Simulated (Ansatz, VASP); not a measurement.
**Two plane-wave programs on TaN**

File INCAR:

```
SYSTEM = TaN
ALGO = Normal
EDIFF = 1E-6
ENCUT = 520
GGA = PS
ISIF = 2
ISMEAR = 0
LASPH = .TRUE.
LCHARG = .FALSE.
LREAL = .FALSE.
LWAVE = .FALSE.
NBANDS = 15
NELM = 80
PREC = Accurate
SIGMA = 0.15
```

The input KPOINTS:

```
k-points
0
G
  18 18 16
  0 0 0
```

Contents of POSCAR:

```
TaN
1.0
    2.8204789041      0.0000000000      0.0000000000
   -1.4102394520      2.6461569136      0.0000000000
    0.0000000000      0.0000000000      2.8830000000
Ta N
1 1
Direct
    0.3333333333      0.6666666667      0.5000000000
    0.0000000000      0.0000000000      0.0000000000
```

Input for Ansatz:

```yaml
crystal:
  lattice:
    - [2.8204789041, 0.0, 0.0]
    - [-1.410239452, 2.6461569136, 0.0]
    - [0.0, 0.0, 2.883]
  atoms:
    - { symbol: Ta, position: [0.3333333333, 0.6666666667, 0.5] }
    - { symbol: "N", position: [0.0, 0.0, 0.0] }
basis:
  ecutwfc: 420
kpoints:
  mp_grid: { grid: [18, 18, 16] }
hamiltonian:
  xc: pbesol
scf:
  occupations: { method: gaussian, width: 0.15 }
output:
  forces: true
  stress: true
  eigenvalues: true
```

Change from the starting cell: strain -0.0400 x Voigt [1, -1, 0, 0, 0, 0], atoms carried along.

Alike in both runs: task single point; functional PBEsol; k mesh 18 × 18 × 16; occupations gaussian, width 0.15 eV; no spin polarisation.

|  | VASP | Ansatz |
| --- | --- | --- |
| version | VASP 6.6.1 | Ansatz 0.2.0 |
| potentials or method | VASP PAW PBE potentials, release 64 (Ta_pv, N), cutoff 520 eV | scalar-relativistic, plane waves, PAW |
| valence electrons in the cell | 16 | 18 |

|  | VASP | Ansatz | Ansatz less VASP |
| --- | --- | --- | --- |
| gap on the k mesh at the Fermi level (eV) | none | none | - |
| pressure (GPa) | -2.3 | -3.1 | -0.80 |
| traceless stress, the component that is largest in VASP (GPa) | 20.73 | 20.75 | +0.021 |
| rms of the force components (eV/Å) | 0.058 | 0.052 | -0.0062 |

VASP's potentials were made for PBE, not for PBEsol. Atom by atom the forces differ by 0.006 eV/Å (rms over components). A gap of «none» marks a metal or a gap that the smearing closes. The functional is the same, so the differences come from potentials, cutoffs and numerics. VASP's potentials hold 16 valence electrons a cell and Ansatz's 18, so a difference there can come from the potentials and not from the codes.

Neither program's run includes spin-orbit coupling.
